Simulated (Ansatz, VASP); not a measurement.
KCl: VASP beside Ansatz

```
K Cl
1.0
     0.00000    3.14647    3.14647
     3.14647    0.00000    3.14647
     3.14647    3.14647    0.00000
K Cl
1 1
Direct
  0.00000 0.00000 0.00000
  0.50000 0.50000 0.50000
```

Alike in both runs: functional PBEsol; dispersion D4; k mesh 7 × 7 × 7; occupations gaussian, width 0.025 eV; collinear spin.

|  | VASP | Ansatz |
| --- | --- | --- |
| version | VASP 6.6.1 | Ansatz 0.2.0 |
| potentials or method | VASP PAW PBE potentials, release 64 (K_sv, Cl) | PseudoDojo standard (PBEsol files) |
| plane-wave cutoff (eV) | 520 | 1007 |
| valence electrons in the cell | 16 | 16 |
| task | single point | band structure |

VASP gave:

```
gap on the k mesh at the Fermi level (eV) : 5.02
least direct gap on the mesh (eV)         : 5.02
net moment per atom (μB)                  : 0.00
```

Q: Estimate Ansatz's values.

A: gap on the k mesh at the Fermi level (eV): 5.03; least direct gap on the mesh (eV): 5.03; net moment per atom (μB): 0.00.

VASP's potentials were made for PBE, not for PBEsol.
